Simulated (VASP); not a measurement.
# Cd6Te (P4/mmm) in VASP: further runs

The runs below take Cd6Te through single point, with PBE.

All numbers are computed with VASP 6.6.1; they aren't measurements. Logs are shortened: lines on timing, memory, paths and dates and some standing lists are left out, and cuts for length are marked.

## Step 1: The cell of the first run

It takes space group P4/mmm (No. 123, tetragonal). Conventional cell: a = 4.541 Å, b = 4.541 Å, c = 8.834 Å, α = 90.00°, β = 90.00°, γ = 90.00°. Within 4.2 Å of Cd (site symmetry 2mm) lie 8 Cd at 3.16 to 3.21 Å and 2 Te at 3.18 Å. Cd (site symmetry 4/mmm) has 12 Cd at 3.16 to 3.21 Å within 4.2 Å. Cd (site symmetry 4/mmm) has 12 Cd at 3.16 to 3.21 Å within 4.2 Å. Within 4.2 Å of Te (site symmetry 4/mmm) lie 8 Cd at 3.18 Å.

## Step 2: Single point, PBE

INCAR reads:

```
SYSTEM = Cd6Te
ALGO = Fast ; EDIFF = 1E-6
ENCUT = 520 ; GGA = PE
ISIF = 2 ; ISMEAR = 0
LASPH = .TRUE. ; LCHARG = .TRUE.
LELF = .TRUE. ; LREAL = .FALSE.
LVHAR = .TRUE. ; LWAVE = .FALSE.
NBANDS = 48 ; NELM = 100
PREC = Accurate ; SIGMA = 0.2
```

KPOINTS reads:

```
k-points
0
G
  4 4 2
  0 0 0
```

POSCAR reads:

```
Cd6Te
1.0
    4.5405062311      0.0000000000      0.0000000000
    0.0000000000      4.5405062311      0.0000000000
    0.0000000000      0.0000000000      8.8343709278
Cd Te
6 1
Direct
    0.0000000000      0.5000000000      0.7483115191
    0.0000000000      0.0000000000      0.5000000000
    0.5000000000      0.0000000000      0.7483115191
    0.0000000000      0.5000000000      0.2516884809
    0.5000000000      0.5000000000      0.5000000000
    0.5000000000      0.0000000000      0.2516884809
    0.0000000000      0.0000000000      0.0000000000
```

Potentials or basis: VASP PAW PBE potentials, release 64 (Cd, Te).

Started as:

```bash
> cat potpaw_PBE.64/Cd/POTCAR potpaw_PBE.64/Te/POTCAR > POTCAR
> mpirun -np 1 vasp_std > vasp.out
```

OUTCAR:

```text
SYSTEM = Cd6Te
   EDIFF = 1E-6
   ENCUT = 520
   GGA = PE
   ISIF = 2
   ISMEAR = 0
   LASPH = .TRUE.
   LREAL = .FALSE.
   NELM = 100
   PREC = Accurate

 ion  position               nearest neighbor table
   1  0.000  0.500  0.748-   2 3.16   5 3.16   2 3.16   5 3.16   7 3.18   7 3.18   3 3.21   3 3.21
                             3 3.21   3 3.21
   2  0.000  0.000  0.500-   1 3.16   3 3.16   4 3.16   6 3.16   1 3.16   4 3.16   3 3.16   6 3.16
                             5 3.21   5 3.21   5 3.21   5 3.21
   3  0.500  0.000  0.748-   2 3.16   5 3.16   5 3.16   2 3.16   7 3.18   7 3.18   1 3.21   1 3.21
                             1 3.21   1 3.21
   4  0.000  0.500  0.252-   2 3.16   5 3.16   2 3.16   5 3.16   7 3.18   7 3.18   6 3.21   6 3.21
                             6 3.21   6 3.21
   5  0.500  0.500  0.500-   1 3.16   3 3.16   4 3.16   6 3.16   3 3.16   6 3.16   1 3.16   4 3.16
                             2 3.21   2 3.21   2 3.21   2 3.21
   6  0.500  0.000  0.252-   2 3.16   5 3.16   5 3.16   2 3.16   7 3.18   7 3.18   4 3.21   4 3.21
                             4 3.21   4 3.21
   7  0.000  0.000  0.000-   1 3.18   3 3.18   4 3.18   6 3.18   1 3.18   4 3.18   3 3.18   6 3.18

  LATTYP: Found a simple tetragonal cell.
 ALAT       =     4.5405062311
 C/A-ratio  =     1.9456797278

  Lattice vectors:

 A1 = (   4.5405062311,   0.0000000000,   0.0000000000)
 A2 = (   0.0000000000,   4.5405062311,   0.0000000000)
 A3 = (   0.0000000000,   0.0000000000,   8.8343709278)

Analysis of symmetry for initial positions (statically):
=====================================================================
 Subroutine PRICEL returns:
 Original cell was already a primitive cell.

 Routine SETGRP: Setting up the symmetry group for a
 simple tetragonal supercell.

 Subroutine GETGRP returns: Found 16 space group operations
 (whereof 16 operations were pure point group operations)
 out of a pool of 16 trial point group operations.

The static configuration has the point symmetry D_4h.

Analysis of symmetry for dynamics (positions and initial velocities):
=====================================================================
 Subroutine PRICEL returns:
 Original cell was already a primitive cell.

 Routine SETGRP: Setting up the symmetry group for a
 simple tetragonal supercell.

 Subroutine GETGRP returns: Found 16 space group operations
 (whereof 16 operations were pure point group operations)
 out of a pool of 16 trial point group operations.

The dynamic configuration has the point symmetry D_4h.

 Subroutine INISYM returns: Found 16 space group operations
[... 100 lines left out ...]
   ISIF   =      2    stress and relaxation
   ISYM   =      2    0-nonsym 1-usesym 2-fastsym
   POTIM  = 0.5000    time-step for ionic-motion
   TEBEG  =    0.0;   TEEND  =   0.0 temperature during run
   PSTRESS=    0.0 pullay stress
   NELECT =      78.0000    total number of electrons
   NUPDOWN=      -1.0000    fix difference up-down
   EMIN   =  10.00;   EMAX   =-10.00  energy-range for DOS
   EFERMI =   0.00;   METHOD = LEGACY
   ISMEAR =     0;   SIGMA  =   0.20  broadening in eV -4-tet -1-fermi 0-gaus
   EFERMI_NEDOS =   21; number of points for ismear=-14 and -15
   IALGO  =     68    algorithm
   IMIX   =      4    mixing-type and parameters
     AMIX     =   0.40;   BMIX     =  1.00
     AMIX_MAG =   1.60;   BMIX_MAG =  1.00
  volume/ion in A,a.u.               =      26.02       175.58
  Fermi-wavevector in a.u.,A,eV,Ry     =   1.233990  2.331903 20.718017  1.522731
  Thomas-Fermi vector in A             =   2.368698
   LORBIT       =      0    0 simple, 1 ext, 2 COOP (PROOUT), +10 PAW based schemes
   GGA     = PE    functional components
   LHFCALC =     F    Hartree Fock is set to
   AEXX    =    0.0000 exact exchange contribution
   IVDW    =     0    specifies the selected vdW correction
   LEPSILON=     F    determine dielectric tensor
   LRPA    =     F    only Hartree local field effects (RPA)
 non-spin polarized calculation
 RMM-DIIS sequential band-by-band and
 Gauss-broadening in eV      SIGMA  =   0.20
  energy-cutoff  :      520.00
  volume of cell :      182.13
 maximum number of plane-waves:      4935
 NGX is ok and might be reduce to    36
   NGX = 17   NGY = 17   NGZ = 33

 number of electron      77.9999991 magnetization

 Free energy of the ion-electron system (eV)
  ---------------------------------------------------
  ext. energy  EPLUGINS =         0.00000000
  ---------------------------------------------------
  free energy    TOTEN  =        -7.81428017 eV

  energy without entropy =       -7.77265173  energy(sigma->0) =       -7.79346595

 E-fermi :   2.8538     XC(G=0): -10.0116

 val. band max:        2.8247700387   @ k =   0.5000   0.0000   0.0000
 cond. band min:       2.8714072100   @ k =   0.2500   0.0000   0.5000
 fundamental gap:      0.0466371712
 Fermi energy:         2.8538477526

 k-point     1 :       0.0000    0.0000    0.0000
  band No.  band energies     occupation
      1      -8.8569      2.00000
      2      -6.7102      2.00000
      3      -6.6379      2.00000
      4      -6.6379      2.00000
      5      -6.6093      2.00000
      6      -6.5951      2.00000
[... 601 lines left out ...]
     47       8.6672      0.00000
     48       9.7423      0.00000

------------------------ aborting loop because EDIFF is reached ----------------------------------------

  FORCE on cell =-STRESS in cart. coord.  units (eV):
  Direction    XX          YY          ZZ          XY          YZ          ZX
  --------------------------------------------------------------------------------------
  -------------------------------------------------------------------------------------
  Total        0.0657567      0.0657567      0.1975887      0.0000000     -0.0000000      0.0000000
  in kB        0.5784510      0.5784510      1.7381551      0.0000000     -0.0000000      0.0000000
  external PRESSURE =       0.9650190 kB  Pullay stress =       0.0000000 kB

 VOLUME and BASIS-vectors are now :
 -----------------------------------------------------------------------------
  energy-cutoff  :      520.00
  volume of cell :      182.13
      direct lattice vectors                 reciprocal lattice vectors
     4.540506231  0.000000000  0.000000000     0.220239759  0.000000000  0.000000000
     0.000000000  4.540506231  0.000000000     0.000000000  0.220239759  0.000000000
     0.000000000  0.000000000  8.834370928     0.000000000  0.000000000  0.113194251

 POSITION                                       TOTAL-FORCE (eV/Angst)
 -----------------------------------------------------------------------------------
      0.00000      2.27025      6.61086         0.000000     -0.000000      0.006883
      0.00000      0.00000      4.41719         0.000000     -0.000000     -0.000000
      2.27025      0.00000      6.61086         0.000000      0.000000      0.006883
      0.00000      2.27025      2.22351         0.000000     -0.000000     -0.006883
      2.27025      2.27025      4.41719         0.000000     -0.000000     -0.000000
      2.27025      0.00000      2.22351        -0.000000      0.000000     -0.006883
      0.00000      0.00000      0.00000         0.000000     -0.000000     -0.000000
 -----------------------------------------------------------------------------------
    total drift:                                0.000000     -0.000000     -0.000000

  FREE ENERGIE OF THE ION-ELECTRON SYSTEM (eV)
  ---------------------------------------------------
  free  energy   TOTEN  =        -7.8142801720 eV

  energy  without entropy=       -7.7726517253  energy(sigma->0) =       -7.79346595
```

OSZICAR:

```text
N       E                     dE             d eps       ncg     rms          rms(c)
DAV:   1     0.599689361491E+03    0.59969E+03   -0.39535E+04  1152   0.155E+03
DAV:   2     0.143504293789E+02   -0.58534E+03   -0.56549E+03  1240   0.411E+02
DAV:   3    -0.809348117526E+01   -0.22444E+02   -0.22216E+02  1304   0.862E+01
DAV:   4    -0.825231940126E+01   -0.15884E+00   -0.15879E+00  1232   0.592E+00
DAV:   5    -0.825390644703E+01   -0.15870E-02   -0.15870E-02  1296   0.585E-01    0.970E+00
RMM:   6    -0.782686698814E+01    0.42704E+00   -0.10159E+00  1162   0.550E+00    0.670E+00
RMM:   7    -0.781461308853E+01    0.12254E-01   -0.17837E-01  1183   0.158E+00    0.269E+00
RMM:   8    -0.781403418371E+01    0.57890E-03   -0.24909E-02  1198   0.124E+00    0.225E-01
RMM:   9    -0.781419797254E+01   -0.16379E-03   -0.33675E-03  1222   0.335E-01    0.797E-02
RMM:  10    -0.781426031166E+01   -0.62339E-04   -0.54029E-04  1223   0.174E-01    0.611E-02
RMM:  11    -0.781427994228E+01   -0.19631E-04   -0.67257E-05  1241   0.460E-02    0.181E-02
RMM:  12    -0.781428066392E+01   -0.72164E-06   -0.13478E-05  1233   0.176E-02    0.774E-03
RMM:  13    -0.781428017196E+01    0.49196E-06   -0.15686E-06   774   0.665E-03
   1 F= -.78142802E+01 E0= -.77934659E+01  d E =-.416284E-01
```

stdout:

```text
POSCAR found type information on POSCAR CdTe
 POSCAR found :  2 types and       7 ions
 scaLAPACK will be used
 LDA part: xc-table for (Slater+PW92), standard interpolation
 POSCAR, INCAR and KPOINTS ok, starting setup
 FFT: planning ... GRIDC
 FFT: planning ... GRID_SOFT
 FFT: planning ... GRID
 WAVECAR not read
 entering main loop
```

Run time: 2.5 min. Hardware: 1 thread of Intel Xeon 8259CL, shared host; peak memory 0.33 GiB.

Results:

```yaml
Free_energy: -7.8143 eV
Pressure: 0.1 GPa
Largest_force: 0.007 eV/Å
Band_gap_on_the_k_mesh: zero (bands 39 and 40 overlap by 2.59 eV)
```

Forces in eV/Å, atoms in the order of the input:
```
Cd   0.000  0.000  0.007
Cd   0.000  0.000  0.000
Cd   0.000  0.000  0.007
Cd   0.000  0.000 -0.007
Cd   0.000  0.000  0.000
Cd   0.000  0.000 -0.007
Te   0.000  0.000  0.000
```

Caveat: spin-orbit coupling is left out, which moves the levels of the heavy elements.

## Step 3: Single point, PBE

This run uses another cell than the first one, of 25.88 Å³/atom.

INCAR reads:

```
PREC = Accurate
ENCUT = 520
EDIFF = 1E-7
ISMEAR = 0
SIGMA = 0.1
LREAL = F
LASPH = T
NELM = 80
ALGO = Fast
ISIF = 2
LWAVE = F
LCHARG = F
GGA = PE
NBANDS = 48
```

KPOINTS reads:

```
regular mesh
0
Gamma
  8 8 4
```

POSCAR reads:

```
Cd6Te
1.0
    4.5013576885      0.0000000000      0.0000000000
    0.0000000000      4.5013576885      0.0000000000
    0.0000000000      0.0000000000      8.9410717798
Cd Te
6 1
Direct
    0.0000000000      0.5000000000      0.7480386027
    0.0000000000      0.0000000000      0.5000000000
    0.5000000000      0.0000000000      0.7480386027
    0.0000000000      0.5000000000      0.2519613973
    0.5000000000      0.5000000000      0.5000000000
    0.5000000000      0.0000000000      0.2519613973
    0.0000000000      0.0000000000      0.0000000000
```

Potentials or basis: VASP PAW PBE potentials, release 64 (Cd, Te).

Started as:

```bash
> cat potpaw_PBE.64/Cd/POTCAR potpaw_PBE.64/Te/POTCAR > POTCAR
> mpirun -np 1 vasp_std > vasp.out
```

Run time: 11 min. Hardware: 1 thread of Intel Xeon 8259CL, shared host; peak memory 0.48 GiB.

The run converged. Its results:

* Free energy: -7.7759 eV
* Pressure: 0.2 GPa
* Largest force: 0.006 eV/Å
* Band gap on the k mesh: zero (bands 39 and 40 overlap by 2.88 eV)

Forces in eV/Å, atoms in the order of the input:
```
Cd   0.000  0.000  0.006
Cd   0.000  0.000  0.000
Cd   0.000  0.000  0.006
Cd   0.000  0.000 -0.006
Cd   0.000  0.000  0.000
Cd   0.000  0.000 -0.006
Te   0.000  0.000  0.000
```

Levels at points of the mesh, in eV from the Fermi level:
| k point | band 36 | band 37 | band 38 | band 39 | band 40 | band 41 | band 42 | band 43 |
| --- | --- | --- | --- | --- | --- | --- | --- | --- |
| (0.00, 0.00, 0.00) | -2.04 | -1.54 | 0.61 | 0.61 | 0.87 | 1.40 | 1.71 | 1.71 |
| (0.50, 0.00, 0.00) | -3.79 | -1.55 | -0.34 | -0.09 | 1.72 | 2.47 | 2.48 | 3.00 |
| (0.50, 0.50, 0.00) | -3.02 | -2.83 | -2.83 | -1.71 | -1.71 | -1.50 | 1.23 | 1.51 |
| (0.00, 0.00, 0.50) | -1.91 | -0.16 | -0.16 | 0.86 | 1.02 | 1.26 | 1.45 | 1.85 |
| (0.50, 0.00, 0.50) | -2.94 | -1.61 | -1.51 | -0.89 | 1.99 | 2.14 | 2.39 | 2.62 |
| (0.50, 0.50, 0.50) | -3.61 | -3.25 | -1.78 | -1.28 | -1.02 | 0.17 | 0.17 | 0.47 |

Caveat: spin-orbit coupling is left out, which moves the levels of the heavy elements.
